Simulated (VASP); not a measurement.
# PrMgH (P4mm) in VASP: single point with PBE

Aim: the single point of PrMgH with PBE.

Program: VASP 6.6.1. These are calculated values, not measurements. Logs are shortened: lines on timing, memory, paths and dates and some standing lists are left out, and cuts for length are marked.

### 1 The cell of the first run

It takes space group P4mm (No. 99, tetragonal). The conventional cell has a = 3.606 Å, b = 3.606 Å, c = 4.335 Å, α = 90.00°, β = 90.00°, γ = 90.00°. Pr (site symmetry 4mm) has 2 H at 2.12 to 2.22 Å and 4 Mg at 2.65 Å within 2.8 Å. Within 3.9 Å of Mg (site symmetry 4mm) lie 4 Pr at 2.65 Å and 8 H at 2.95 to 3.82 Å and 4 Mg at 3.61 Å. Within 2.8 Å of H (site symmetry 4mm) lie 2 Pr at 2.12 to 2.22 Å.

The cell was built from a structure type or drawn by symmetry, and may not be a known phase.

### 2 Single point, PBE

INCAR reads:

```
SYSTEM = PrMgH
PREC = Accurate
ENCUT = 520
EDIFF = 1E-7
ISMEAR = 0
SIGMA = 0.1
LREAL = .False.
LASPH = .True.
NELM = 100
ALGO = Normal
ISIF = 2
LWAVE = .False.
LCHARG = .False.
GGA = PE
NBANDS = 15
```

KPOINTS reads:

```
regular mesh
0
Gamma
  6 6 4
  0 0 0
```

POSCAR reads:

```
PrMgH
1.0
    3.6064830900      0.0000000000      0.0000000000
    0.0000000000      3.6064830900      0.0000000000
    0.0000000000      0.0000000000      4.3348718900
Pr Mg H
1 1 1
Direct
    0.0000000000      0.0000000000      0.3511364300
    0.5000000000      0.5000000000      0.5197235100
    0.0000000000      0.0000000000      0.8626730300
```

Potentials or basis: VASP PAW PBE potentials, release 64 (Pr, Mg, H).

On the command line:

```bash
cat potpaw_PBE.64/Pr/POTCAR potpaw_PBE.64/Mg/POTCAR potpaw_PBE.64/H/POTCAR > POTCAR
mpirun -np 1 vasp_std > vasp.out
```

OUTCAR:

```text
SYSTEM = PrMgH
   PREC = Accurate
   ENCUT = 520
   EDIFF = 1E-7
   ISMEAR = 0
   LREAL = .False.
   LASPH = .True.
   NELM = 100
   ISIF = 2
   GGA = PE

 ion  position               nearest neighbor table
   1  0.000  0.000  0.351-   3 2.12   3 2.22   2 2.65   2 2.65   2 2.65   2 2.65
   2  0.500  0.500  0.520-   1 2.65   1 2.65   1 2.65   1 2.65
   3  0.000  0.000  0.863-   1 2.12   1 2.22

  LATTYP: Found a simple tetragonal cell.
 ALAT       =     3.6064830900
 C/A-ratio  =     1.2019665092

  Lattice vectors:

 A1 = (   3.6064830900,   0.0000000000,   0.0000000000)
 A2 = (   0.0000000000,   3.6064830900,   0.0000000000)
 A3 = (   0.0000000000,   0.0000000000,   4.3348718900)

Analysis of symmetry for initial positions (statically):
=====================================================================
 Subroutine PRICEL returns:
 Original cell was already a primitive cell.

 Routine SETGRP: Setting up the symmetry group for a
 simple tetragonal supercell.

 Subroutine GETGRP returns: Found  8 space group operations
 (whereof  8 operations were pure point group operations)
 out of a pool of 16 trial point group operations.

The static configuration has the point symmetry C_4v.

Analysis of symmetry for dynamics (positions and initial velocities):
=====================================================================
 Subroutine PRICEL returns:
 Original cell was already a primitive cell.

 Routine SETGRP: Setting up the symmetry group for a
 simple tetragonal supercell.

 Subroutine GETGRP returns: Found  8 space group operations
 (whereof  8 operations were pure point group operations)
 out of a pool of 16 trial point group operations.

The dynamic configuration has the point symmetry C_4v.

 Subroutine INISYM returns: Found  8 space group operations
 (whereof  8 operations are pure point group operations),
 and found     1 'primitive' translations

----------------------------------------------------------------------------------------

                                     Primitive cell

  volume of cell :      56.3825

  direct lattice vectors                    reciprocal lattice vectors
     3.606483090  0.000000000  0.000000000     0.277278439  0.000000000  0.000000000
     0.000000000  3.606483090  0.000000000     0.000000000  0.277278439  0.000000000
     0.000000000  0.000000000  4.334871890     0.000000000  0.000000000  0.230687325

  length of vectors
     3.606483090  3.606483090  4.334871890     0.277278439  0.277278439  0.230687325

  position of ions in fractional coordinates (direct lattice)
     0.000000000  0.000000000  0.351136430
     0.500000000  0.500000000  0.519723510
     0.000000000  0.000000000  0.862673030

  ion indices of the primitive-cell ions
   primitive index   ion index
                 1           1
                 2           2
                 3           3

----------------------------------------------------------------------------------------

 KPOINTS: regular mesh

Automatic generation of k-mesh.
 Grid dimensions read from file:
 generate k-points for:    6    6    4

 Generating k-lattice:

  Cartesian coordinates                     Fractional coordinates (reciprocal lattice)
     0.046213073  0.000000000  0.000000000     0.166666667  0.000000000  0.000000000
     0.000000000  0.046213073  0.000000000     0.000000000  0.166666667  0.000000000
     0.000000000  0.000000000  0.057671831     0.000000000  0.000000000  0.250000000

  Length of vectors
     0.046213073  0.046213073  0.057671831

  Shift w.r.t. Gamma in fractional coordinates (k-lattice)
     0.000000000  0.000000000  0.000000000

 Subroutine IBZKPT returns following result:
 ===========================================

 Found     30 irreducible k-points:

 Following reciprocal coordinates:
            Coordinates               Weight
  0.000000  0.000000  0.000000      1.000000
  0.166667  0.000000  0.000000      4.000000
  0.333333  0.000000  0.000000      4.000000
  0.500000  0.000000  0.000000      2.000000
  0.166667  0.166667  0.000000      4.000000
  0.333333  0.166667  0.000000      8.000000
[... 16 lines left out ...]
  0.333333  0.000000  0.500000      4.000000
  0.500000  0.000000  0.500000      2.000000
 [... further k-points ...]
   k-points           NKPTS =     30   k-points in BZ     NKDIM =     30   number of bands    NBANDS=     15
   number of dos      NEDOS =    301   number of ions     NIONS =      3
   total plane-waves  NPLWV =  25088
   dimension x,y,z NGX =    28 NGY =   28 NGZ =   32
   dimension x,y,z NGXF=    56 NGYF=   56 NGZF=   64
   ions per type =               1   1   1
   NGX,Y,Z   is equivalent  to a cutoff of  12.91, 12.91, 12.27 a.u.
   NGXF,Y,Z  is equivalent  to a cutoff of  25.81, 25.81, 24.54 a.u.
 SYSTEM =  PrMgH
   PREC   = accura    normal or accurate (medium, high low for compatibility)
   ISTART =      0    job   : 0-new  1-cont  2-samecut
   ICHARG =      2    charge: 1-file 2-atom 10-const
   ISPIN  =      1    spin polarized calculation?
   LNONCOLLINEAR =      F non collinear calculations
   LSORBIT =      F    spin-orbit coupling
   LASPH  =      T    aspherical Exc in radial PAW
   ENCUT  =  520.0 eV  38.22 Ry    6.18 a.u.   6.71  6.71  8.06*2*pi/ulx,y,z
   NELM   =    100;   NELMIN=  2; NELMDL= -5     # of ELM steps
   EDIFF  = 0.1E-06   stopping-criterion for ELM
   LREAL  =      F    real-space projection
   EDIFFG = 0.1E-05   stopping-criterion for IOM
   NSW    =      0    number of steps for IOM
   IBRION =     -1    ionic relax: 0-MD 1-quasi-New 2-CG
   NFREE  =      0    steps in history (QN), initial steepest desc. (CG)
   ISIF   =      2    stress and relaxation
   ISYM   =      2    0-nonsym 1-usesym 2-fastsym
   POTIM  = 0.5000    time-step for ionic-motion
   TEBEG  =    0.0;   TEEND  =   0.0 temperature during run
   PSTRESS=    0.0 pullay stress
   NELECT =      16.0000    total number of electrons
   NUPDOWN=      -1.0000    fix difference up-down
   EMIN   =  10.00;   EMAX   =-10.00  energy-range for DOS
   EFERMI =   0.00;   METHOD = LEGACY
   ISMEAR =     0;   SIGMA  =   0.10  broadening in eV -4-tet -1-fermi 0-gaus
   EFERMI_NEDOS =   21; number of points for ismear=-14 and -15
   IALGO  =     38    algorithm
   IMIX   =      4    mixing-type and parameters
     AMIX     =   0.40;   BMIX     =  1.00
     AMIX_MAG =   1.60;   BMIX_MAG =  1.00
  volume/ion in A,a.u.               =      18.79       126.83
  Fermi-wavevector in a.u.,A,eV,Ry     =   1.075805  2.032976 15.746783  1.157356
  Thomas-Fermi vector in A             =   2.211672
   LORBIT       =      0    0 simple, 1 ext, 2 COOP (PROOUT), +10 PAW based schemes
   GGA     = PE    functional components
   LHFCALC =     F    Hartree Fock is set to
   AEXX    =    0.0000 exact exchange contribution
   IVDW    =     0    specifies the selected vdW correction
   LEPSILON=     F    determine dielectric tensor
   LRPA    =     F    only Hartree local field effects (RPA)
 non-spin polarized calculation
 Gauss-broadening in eV      SIGMA  =   0.10
  energy-cutoff  :      520.00
  volume of cell :       56.38
 maximum number of plane-waves:      1532
 NGX is ok and might be reduce to    28
   NGX = 13   NGY = 13   NGZ = 17

 number of electron      16.0000003 magnetization

 Free energy of the ion-electron system (eV)
  ---------------------------------------------------
  ext. energy  EPLUGINS =         0.00000000
  ---------------------------------------------------
  free energy    TOTEN  =        -6.82004059 eV

  energy without entropy =       -6.74725619  energy(sigma->0) =       -6.78364839

 E-fermi :   4.2737     XC(G=0):  -9.4904

 val. band max:        4.2688395359   @ k =   0.1667   0.1667   0.2500
 cond. band min:       4.2775523964   @ k =   0.1667   0.1667   0.5000
 fundamental gap:      0.0087128605
 Fermi energy:         4.2737182784

 k-point     1 :       0.0000    0.0000    0.0000
  band No.  band energies     occupation
      1     -31.3701      2.00000
      2     -13.3456      2.00000
      3     -13.1955      2.00000
      4     -13.1955      2.00000
      5      -1.0944      2.00000
      6       1.3082      2.00000
      7       3.2441      2.00000
      8       4.3277      0.44505
      9       4.3605      0.21987
     10       4.3860      0.11217
     11       4.3860      0.11217
     12       4.5104      0.00081
     13       4.6306      0.00000
     14       4.6306      0.00000
     15       8.2256      0.00000

 k-point     2 :       0.1667    0.0000    0.0000
  band No.  band energies     occupation
      1     -31.3516      2.00000
      2     -13.4400      2.00000
      3     -13.3170      2.00000
      4     -13.1775      2.00000
      5      -0.7989      2.00000
      6       1.6642      2.00000
      7       3.5916      2.00000
      8       4.3256      0.46308
      9       4.3587      0.22942
     10       4.3914      0.09593
     11       4.4121      0.05037
     12       4.4977      0.00154
     13       4.5844      0.00001
     14       4.6389      0.00000
     15       6.8503      0.00000

 k-point     3 :       0.3333    0.0000    0.0000
  band No.  band energies     occupation
      1     -31.3143      2.00000
      2     -13.8835      2.00000
      3     -13.2682      2.00000
      4     -13.1412      2.00000
      5      -0.1928      2.00000
      6       2.3978      2.00000
      7       3.9653      1.99999
      8       4.2391      1.37549
      9       4.3686      0.17955
     10       4.3880      0.10602
     11       4.4460      0.01483
     12       4.5140      0.00068
     13       4.5200      0.00050
     14       4.6706      0.00000
     15       5.6466      0.00000
[... 343 lines left out ...]
 k-point    23 :       0.3333    0.0000    0.5000
  band No.  band energies     occupation
      1     -31.3042      2.00000
      2     -13.8634      2.00000
      3     -13.5475      2.00000
      4     -13.1308      2.00000
      5       1.8013      2.00000
      6       2.7029      2.00000
      7       3.1800      2.00000
      8       4.2084      1.64459
      9       4.2963      0.74985
     10       4.4276      0.02958
     11       4.4299      0.02718
     12       4.5382      0.00018
     13       4.7131      0.00000
     14       5.0222      0.00000
     15       5.5493      0.00000

 k-point    24 :       0.5000    0.0000    0.5000
  band No.  band energies     occupation
      1     -31.2855      2.00000
      2     -14.0676      2.00000
      3     -13.5173      2.00000
      4     -13.1127      2.00000
      5       2.3539      2.00000
      6       2.4176      2.00000
      7       3.2030      2.00000
      8       4.0926      1.98956
      9       4.3415      0.33795
     10       4.4162      0.04398
     11       4.4436      0.01631
     12       4.6108      0.00000
     13       4.7517      0.00000
     14       4.8834      0.00000
     15       5.7175      0.00000

 [... further k-points ...]
[... 5 lines left out ...]
  --------------------------------------------------------------------------------------
  -------------------------------------------------------------------------------------
  Total        8.3906564      8.3906564     -0.1348886      0.0000000      0.0000000      0.0000000
  in kB      238.4308518    238.4308518     -3.8330253      0.0000000      0.0000000      0.0000000
  external PRESSURE =     157.6762261 kB  Pullay stress =       0.0000000 kB

 VOLUME and BASIS-vectors are now :
 -----------------------------------------------------------------------------
  energy-cutoff  :      520.00
  volume of cell :       56.38
      direct lattice vectors                 reciprocal lattice vectors
     3.606483090  0.000000000  0.000000000     0.277278439  0.000000000  0.000000000
     0.000000000  3.606483090  0.000000000     0.000000000  0.277278439  0.000000000
     0.000000000  0.000000000  4.334871890     0.000000000  0.000000000  0.230687325

 POSITION                                       TOTAL-FORCE (eV/Angst)
 -----------------------------------------------------------------------------------
      0.00000      0.00000      1.52213         0.000000      0.000000     -2.863950
      1.80324      1.80324      2.25293        -0.000000     -0.000000      3.513530
      0.00000      0.00000      3.73958        -0.000000      0.000000     -0.649580
 -----------------------------------------------------------------------------------
    total drift:                               -0.000000     -0.000000      0.001011

  FREE ENERGIE OF THE ION-ELECTRON SYSTEM (eV)
  ---------------------------------------------------
  free  energy   TOTEN  =        -6.8200405941 eV

  energy  without entropy=       -6.7472561940  energy(sigma->0) =       -6.78364839
```

Run time: 42 s. Hardware: 1 thread of Intel Xeon Platinum 8488C (Sapphire Rapids), shared host; peak memory 0.19 GiB.

Results:

```
Free energy            : -6.8200 eV
Pressure               : 15.8 GPa
Largest force          : 3.514 eV/Å
Band gap on the k mesh : zero (bands 8 and 9 overlap by 0.23 eV)
```

Forces in eV/Å, atoms in the order of the input:
```
Pr   0.000  0.000 -2.864
Mg   0.000  0.000  3.514
H    0.000  0.000 -0.650
```

Levels at points of the mesh, in eV from the Fermi level:
```tsv
k point	band 6	band 7	band 8	band 9	band 10	band 11
(0.00, 0.00, 0.00)	-2.97	-1.03	0.05	0.09	0.11	0.11
(0.50, 0.00, 0.00)	-1.25	-0.85	-0.08	0.11	0.16	0.16
(0.50, 0.50, 0.00)	-2.83	0.05	0.10	0.10	0.23	0.23
(0.00, 0.00, 0.50)	-2.72	-0.86	-0.29	0.05	0.12	0.12
(0.50, 0.00, 0.50)	-1.86	-1.07	-0.18	0.07	0.14	0.17
(0.50, 0.50, 0.50)	-1.36	-0.44	-0.44	-0.13	0.19	0.19
```

Caveat: the k points lie up to 0.36 Å⁻¹ apart; spin-orbit coupling is left out, which moves the levels of the heavy elements; semilocal functionals describe open f shells poorly, which spoils levels, moments and volumes; forces of over 1 eV/Å act on the atoms, so gaps and moduli don't describe the material at rest.
